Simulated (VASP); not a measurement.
# Li2AlF5 in VASP: a series of runs

The runs below take Li2AlF5 through single point, with PBE.

Everything below comes from runs of VASP 6.6.1. Logs are shortened: lines on timing, memory, paths and dates and some standing lists are left out, and cuts for length are marked.

## (1) The cell of the first run

The cell holds a disordered packing, 24 atoms: a = 6.194 Å, b = 6.266 Å, c = 6.245 Å, α = 90.23°, β = 93.52°, γ = 90.42°.

## (2) Single point, PBE

INCAR

```
PREC = Accurate
ENCUT = 520
EDIFF = 1E-6
ISMEAR = -1
SIGMA = 0.0655
LREAL = Auto
LASPH = T
NELM = 100
ALGO = Normal
ISIF = 2
LWAVE = F
LCHARG = F
GGA = PE
NBANDS = 84
ISYM = 0
```

KPOINTS

```
regular mesh
0
Gamma
  1 1 1
```

POSCAR

```
Li2AlF5
1.0
    6.1911310000     -0.0229290000     -0.1913040000
   -0.0229290000      6.2658620000     -0.0128380000
   -0.1913040000     -0.0128380000      6.2422390000
Al F Li
3 15 6
Direct
    0.5028691346      0.4621844248      0.3900559400
    0.1169743291      0.1405653308      0.8795653667
    0.6381260335      0.9260685751      0.9063952744
    0.8146995843      0.1609574732      0.8449967490
    0.6869444883      0.9687251672      0.1907823014
    0.8539860058      0.7484290732      0.9021845000
    0.4246017491      0.7188008980      0.9458279279
    0.5737990915      0.8705403680      0.6215276375
    0.7728504021      0.5915901662      0.4244161763
    0.4131506359      0.2107200093      0.3778912651
    0.1038665190      0.9413439600      0.6822552059
    0.1190877326      0.3729402588      0.0828503629
    0.6197753698      0.4243477512      0.1292740127
    0.4170795892      0.1330536971      0.9310552091
    0.3068726569      0.6590805347      0.3816321744
    0.1123604601      1.0068079150      0.1460619187
    0.5646759499      0.4438306143      0.6569501208
    0.1218076054      0.3423174069      0.6988397838
    0.1430670574      0.6431278225      0.1014020411
    0.3187986641      0.9447665190      0.4436746770
    0.8501477802      0.8612365912      0.5378245252
    0.8419222935      0.4970672972      0.6981346681
    0.8830129097      0.2917457320      0.1660611414
    0.4390973728      0.4106225772      0.8956487658
```

Potentials or basis: VASP PAW PBE potentials, release 64 (Al, F, Li_sv).

Command:

```
$ cat potpaw_PBE.64/Al/POTCAR potpaw_PBE.64/F/POTCAR potpaw_PBE.64/Li_sv/POTCAR > POTCAR
$ mpirun -np 1 vasp_gam > vasp.out
```

OUTCAR:

```text
PREC = Accurate
   ENCUT = 520
   EDIFF = 1E-6
   ISMEAR = -1
   LREAL = Auto
   LASPH = T
   NELM = 100
   ISIF = 2
   GGA = PE
   ISYM = 0

 ion  position               nearest neighbor table
   1  0.503  0.462  0.390-  10 1.67  17 1.69  15 1.74  13 1.84   9 1.85  22 2.77
   2  0.117  0.141  0.880-  18 1.70  11 1.75  14 1.87  16 1.87   4 1.88  12 1.93  23 2.55  24 2.60
                             3 3.26
   3  0.638  0.926  0.906-   6 1.75   5 1.80   8 1.83   7 1.87   4 1.88  14 1.91  21 2.75   2 3.26

   4  0.815  0.161  0.845-   2 1.88   3 1.88  23 2.18
   5  0.687  0.969  0.191-   3 1.80
   6  0.854  0.748  0.902-   3 1.75  22 2.02  19 2.22
   7  0.425  0.719  0.946-   3 1.87  24 1.96  19 2.10
   8  0.574  0.871  0.622-  21 1.82   3 1.83  20 1.93
   9  0.773  0.592  0.424-  22 1.84   1 1.85  21 1.88
  10  0.413  0.211  0.378-   1 1.67  20 1.82
  11  0.104  0.941  0.682-   2 1.75  21 1.83  20 2.06
  12  0.119  0.373  0.083-  23 1.66  19 1.70   2 1.93
  13  0.620  0.424  0.129-  24 1.78  23 1.84   1 1.84
  14  0.417  0.133  0.931-  24 1.76   2 1.87   3 1.91
  15  0.307  0.659  0.382-   1 1.74  20 1.83  19 1.97
  16  0.112  0.007  0.146-   2 1.87  20 2.23
  17  0.565  0.444  0.657-   1 1.69  24 1.74  22 1.75
  18  0.122  0.342  0.699-   2 1.70  22 1.99
  19  0.143  0.643  0.101-  12 1.70  15 1.97   7 2.10   6 2.22
  20  0.319  0.945  0.444-  10 1.82  15 1.83   8 1.93  11 2.06  16 2.23
  21  0.850  0.861  0.538-   8 1.82  11 1.83   9 1.88  22 2.50   3 2.75
  22  0.842  0.497  0.698-  17 1.75   9 1.84  18 1.99   6 2.02  21 2.50   1 2.77
  23  0.883  0.292  0.166-  12 1.66  13 1.84   4 2.18   2 2.55
  24  0.439  0.411  0.896-  17 1.74  14 1.76  13 1.78   7 1.96   2 2.60

IMPORTANT INFORMATION: All symmetrisations will be switched off!
NOSYMM: (Re-)initialisation of all symmetry stuff for point group C_1.

----------------------------------------------------------------------------------------

                                     Primitive cell

  volume of cell :     241.9200

  direct lattice vectors                    reciprocal lattice vectors
     6.191131000 -0.022929000 -0.191304000     0.161676747  0.000601787  0.004956096
    -0.022929000  6.265862000 -0.012838000     0.000601787  0.159597873  0.000346677
    -0.191304000 -0.012838000  6.242239000     0.004956096  0.000346677  0.160351530

  length of vectors
     6.194128350  6.265917104  6.245182925     0.161753811  0.159599384  0.160428477

  position of ions in fractional coordinates (direct lattice)
     0.502869135  0.462184425  0.390055940
     0.116974329  0.140565331  0.879565367
     0.638126034  0.926068575  0.906395274
     0.814699584  0.160957473  0.844996749
     0.686944488  0.968725167  0.190782301
     0.853986006  0.748429073  0.902184500
[... 16 lines left out ...]
     0.883012910  0.291745732  0.166061141
     0.439097373  0.410622577  0.895648766

  ion indices of the primitive-cell ions
   primitive index   ion index
                 1           1
                 2           2
                 3           3
                 4           4
                 5           5
                 6           6
[... 16 lines left out ...]
                23          23
                24          24

----------------------------------------------------------------------------------------

 KPOINTS: regular mesh

Automatic generation of k-mesh.
 Grid dimensions read from file:
 generate k-points for:    1    1    1

 Generating k-lattice:

  Cartesian coordinates                     Fractional coordinates (reciprocal lattice)
     0.161676747  0.000601787  0.004956096     1.000000000 -0.000000000  0.000000000
     0.000601787  0.159597873  0.000346677    -0.000000000  1.000000000  0.000000000
     0.004956096  0.000346677  0.160351530     0.000000000  0.000000000  1.000000000

  Length of vectors
     0.161753811  0.159599384  0.160428477

  Shift w.r.t. Gamma in fractional coordinates (k-lattice)
     0.000000000  0.000000000  0.000000000

 Subroutine IBZKPT returns following result:
 ===========================================

 Found      1 irreducible k-points:

 Following reciprocal coordinates:
            Coordinates               Weight
  0.000000  0.000000  0.000000      1.000000
   k-points           NKPTS =      1   k-points in BZ     NKDIM =      1   number of bands    NBANDS=     84
   number of dos      NEDOS =    301   number of ions     NIONS =     24
   total plane-waves  NPLWV = 110592
   dimension x,y,z NGX =    48 NGY =   48 NGZ =   48
   dimension x,y,z NGXF=    96 NGYF=   96 NGZF=   96
   ions per type =               3  15   6
   NGX,Y,Z   is equivalent  to a cutoff of  12.88, 12.74, 12.78 a.u.
   NGXF,Y,Z  is equivalent  to a cutoff of  25.77, 25.47, 25.56 a.u.
 SYSTEM =  unknown system
   PREC   = accura    normal or accurate (medium, high low for compatibility)
   ISTART =      0    job   : 0-new  1-cont  2-samecut
   ICHARG =      2    charge: 1-file 2-atom 10-const
   ISPIN  =      1    spin polarized calculation?
   LNONCOLLINEAR =      F non collinear calculations
   LSORBIT =      F    spin-orbit coupling
   LASPH  =      T    aspherical Exc in radial PAW
   ENCUT  =  520.0 eV  38.22 Ry    6.18 a.u.  11.52 11.65 11.61*2*pi/ulx,y,z
   NELM   =    100;   NELMIN=  2; NELMDL= -5     # of ELM steps
   EDIFF  = 0.1E-05   stopping-criterion for ELM
   LREAL  =      T    real-space projection
   EDIFFG = 0.1E-04   stopping-criterion for IOM
   NSW    =      0    number of steps for IOM
   IBRION =     -1    ionic relax: 0-MD 1-quasi-New 2-CG
   NFREE  =      0    steps in history (QN), initial steepest desc. (CG)
   ISIF   =      2    stress and relaxation
   ISYM   =      0    0-nonsym 1-usesym 2-fastsym
   POTIM  = 0.5000    time-step for ionic-motion
   TEBEG  =    0.0;   TEEND  =   0.0 temperature during run
   PSTRESS=    0.0 pullay stress
   NELECT =     132.0000    total number of electrons
   NUPDOWN=      -1.0000    fix difference up-down
   EMIN   =  10.00;   EMAX   =-10.00  energy-range for DOS
   EFERMI =   0.00;   METHOD = LEGACY
   ISMEAR =    -1;   SIGMA  =   0.07  broadening in eV -4-tet -1-fermi 0-gaus
   EFERMI_NEDOS =   21; number of points for ismear=-14 and -15
   IALGO  =     38    algorithm
   IMIX   =      4    mixing-type and parameters
     AMIX     =   0.40;   BMIX     =  1.00
     AMIX_MAG =   1.60;   BMIX_MAG =  1.00
  volume/ion in A,a.u.               =      10.08        68.02
  Fermi-wavevector in a.u.,A,eV,Ry     =   1.337752  2.527984 24.348711  1.789580
  Thomas-Fermi vector in A             =   2.466276
   LORBIT       =      0    0 simple, 1 ext, 2 COOP (PROOUT), +10 PAW based schemes
   GGA     = PE    functional components
   LHFCALC =     F    Hartree Fock is set to
   AEXX    =    0.0000 exact exchange contribution
   IVDW    =     0    specifies the selected vdW correction
   LEPSILON=     F    determine dielectric tensor
   LRPA    =     F    only Hartree local field effects (RPA)
 non-spin polarized calculation
  energy-cutoff  :      520.00
  volume of cell :      241.92
 maximum number of plane-waves:      3265
 NGX is ok and might be reduce to    48
   NGX = 23   NGY = 23   NGZ = 23

 number of electron     132.0000010 magnetization

 Free energy of the ion-electron system (eV)
  ---------------------------------------------------
  ext. energy  EPLUGINS =         0.00000000
  ---------------------------------------------------
  free energy    TOTEN  =      -123.09270099 eV

  energy without entropy =     -123.09270099  energy(sigma->0) =     -123.09270099

 E-fermi :   1.6347     XC(G=0):  -9.4125

 val. band max:       -0.0432330217   @ k =   0.0000   0.0000   0.0000
 cond. band min:       6.2825454150   @ k =   0.0000   0.0000   0.0000
 fundamental gap:      6.3257784367
 Fermi energy:         1.6346591206

 k-point     1 :       0.0000    0.0000    0.0000
  band No.  band energies     occupation
      1     -42.7334      2.00000
      2     -42.4840      2.00000
      3     -42.4527      2.00000
      4     -42.4316      2.00000
      5     -41.6731      2.00000
      6     -41.6168      2.00000
[... 70 lines left out ...]
     77      11.7831      0.00000
     78      12.0651      0.00000
 [bands above 78 left out]

------------------------ aborting loop because EDIFF is reached ----------------------------------------

  FORCE on cell =-STRESS in cart. coord.  units (eV):
  Direction    XX          YY          ZZ          XY          YZ          ZX
  --------------------------------------------------------------------------------------
  -------------------------------------------------------------------------------------
  Total       11.3472059     15.0495438     10.7264437      2.5015689     -0.9988275     -3.2447462
  in kB       75.1497762     99.6694569     71.0386195     16.5672807     -6.6149910    -21.4891627
  external PRESSURE =      81.9526175 kB  Pullay stress =       0.0000000 kB

 VOLUME and BASIS-vectors are now :
 -----------------------------------------------------------------------------
  energy-cutoff  :      520.00
  volume of cell :      241.92
      direct lattice vectors                 reciprocal lattice vectors
     6.191131000 -0.022929000 -0.191304000     0.161676747  0.000601787  0.004956096
    -0.022929000  6.265862000 -0.012838000     0.000601787  0.159597873  0.000346677
    -0.191304000 -0.012838000  6.242239000     0.004956096  0.000346677  0.160351530

 POSITION                                       TOTAL-FORCE (eV/Angst)
 -----------------------------------------------------------------------------------
      3.02811      2.87945      2.33269         1.248399      1.032250     -1.349346
      0.55272      0.86679      5.46628         0.752859     -1.442933      2.010731
      3.75609      5.77635      5.52397        -2.142942     -0.998290      1.552144
      4.87857      0.97901      5.11675         0.173558     -0.264184      0.384168
      4.19425      6.05170      1.04706         0.467556      0.212227     -0.353824
      5.09739      4.65839      5.45867         0.550675     -1.114869     -0.407562
[... 16 lines left out ...]
      5.42839      1.80566      0.86392        -1.496715     -0.750838      0.878869
      2.53775      2.55134      5.50158        -0.049444      1.140704      0.070731
 -----------------------------------------------------------------------------------
    total drift:                               -0.015492     -0.008581     -0.007419

  FREE ENERGIE OF THE ION-ELECTRON SYSTEM (eV)
  ---------------------------------------------------
  free  energy   TOTEN  =      -123.0927009909 eV

  energy  without entropy=     -123.0927009909  energy(sigma->0) =     -123.09270099
```

Wall time 55 s (1 thread of AMD EPYC 7R13, shared host); peak memory 0.26 GiB.

What came out:

- Free energy: -123.0927 eV
- Largest force: 2.828 eV/Å

Forces in eV/Å, atoms in the order of the input:
```
Al   1.248  1.032 -1.349
Al   0.753 -1.443  2.011
Al  -2.143 -0.998  1.552
F    0.174 -0.264  0.384
F    0.468  0.212 -0.354
F    0.551 -1.115 -0.408
F   -0.306  0.380  0.226
F    0.368  1.345  0.786
F    1.338  0.131 -0.241
F   -0.739 -0.586  0.263
F    0.464 -0.099 -0.721
F    0.613  0.292 -0.766
F   -0.173 -0.173  0.557
F   -0.539 -0.726 -1.103
F   -0.359 -0.649 -0.740
F   -0.394 -0.489 -1.014
F   -0.551 -0.621  1.654
F    0.097  1.232 -0.889
Li   0.118  1.860 -0.193
Li   0.242  0.281 -0.137
Li  -0.330  0.018 -0.902
Li   0.647 -0.011  0.435
Li  -1.497 -0.751  0.879
Li  -0.049  1.141  0.071
```

Levels at points of the mesh, in eV from the Fermi level:
| k point | band 64 | band 65 | band 66 | band 67 | band 68 | band 69 |
| --- | --- | --- | --- | --- | --- | --- |
| (0.00, 0.00, 0.00) | -2.07 | -1.91 | -1.68 | 4.65 | 7.12 | 7.80 |

Caveat: the k points lie up to 1.02 Å⁻¹ apart, too coarse for converged energies, forces and pressures; the cutoff is under 1.25 times the usual one of these potentials, so pressure, stress and relaxed cells hold a basis-set (Pulay) error; the atoms stand as in a frame of molecular dynamics.

[end of part 1 of 2]
